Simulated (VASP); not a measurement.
Runs of VASP 6.6.1 on Cu. The structure is that of space group Fm-3m (No. 225), or close to it. The cells are those of the table. 

```tsv
task	cell	k mesh	cutoff (eV)	gap on the mesh (eV)	pressure (GPa)	relaxed volume (Å³/atom)
single point	a = 2.581 Å, angles 60.0°, 1 atom	8 × 8 × 8	520	none	-8.7	-
relaxation of cell and atoms	relaxed from a = 2.581 Å, angles 60.0°, 1 atom	10 × 10 × 10	600	none	0.0	11.35
single point	a = 2.519 Å, angles 60.0°, 1 atom	10 × 10 × 10	520	none	(b)	-
single point	a = 2.519 Å, angles 60.0°, 1 atom	20 × 20 × 20	520	none	(a)	-
relaxation of cell and atoms	relaxed from a = 2.519 Å, angles 60.0°, 1 atom	20 × 20 × 20	600	none	0.0	11.36
```

Alike in all rows: level PBE+D3(BJ); potentials or basis VASP PAW PBE potentials, release 64 (Cu); no spin polarisation; smearing gaussian 0.1 eV.

**Question.** Estimate the missing entries.

**Answer.** (a) 1.1; (b) 0.6.

Caveats: some runs use coarse meshes; pairwise dispersion overbinds metals, which lowers pressure and volume.

A gap of «none» marks levels without a gap at the run's occupations.
